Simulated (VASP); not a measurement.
Here is a VASP 6.6.1 calculation.

Contents of POSCAR:

```
InSb
1.0
    0.0000000000      2.8161380266      3.6609794346
    2.8161380266      0.0000000000      3.6609794346
    2.8161380266      2.8161380266      0.0000000000
In Sb
1 1
Direct
    0.0000000000      0.0000000000      0.0000000000
    0.5000000000      0.5000000000      0.5000000000
```

INCAR.step1

```
PREC = Accurate
ENCUT = 520
ISMEAR = 0
SIGMA = 0.15
LREAL = F
LASPH = T
NELM = 100
NBANDS = 16
GGA = PE
ALGO = Normal
EDIFF = 1E-4
LWAVE = T
LCHARG = F
```

INCAR.step2

```
PREC = Accurate
ENCUT = 520
EDIFF = 1E-6
ISMEAR = 0
SIGMA = 0.15
LREAL = F
LASPH = T
NELM = 100
ALGO = Normal
ISIF = 2
LWAVE = F
LCHARG = F
METAGGA = R2SCAN
LMIXTAU = T
NBANDS = 16
ISTART = 1
```

Contents of KPOINTS:

```
regular mesh
0
Gamma
  6 6 6
```

Potentials or basis: VASP PAW PBE potentials, release 64 (In_d, Sb).

Run with:

```console
$ cat potpaw_PBE.64/In_d/POTCAR potpaw_PBE.64/Sb/POTCAR > POTCAR
$ cp INCAR.step1 INCAR
$ mpirun -np 1 vasp_std > vasp.out
$ cp INCAR.step2 INCAR
$ mpirun -np 1 vasp_std > vasp.out
```

Problem. What does it give for the band gap on the k mesh?

Solution. Zero (bands 9 and 10 overlap by 2.18 eV).

Problem. Predict the pressure.

Solution. 5.0 GPa.

Stress tensor (GPa, compression positive):
```
10.22  0.00  0.00
 0.00 10.22  0.00
 0.00  0.00 -5.54
```

Caveat: the stress differs along the axes, from -6 to 10 GPa; the PAW data sets were made with another functional, which shifts forces and pressure a little; spin-orbit coupling is left out, which moves the levels of the heavy elements.
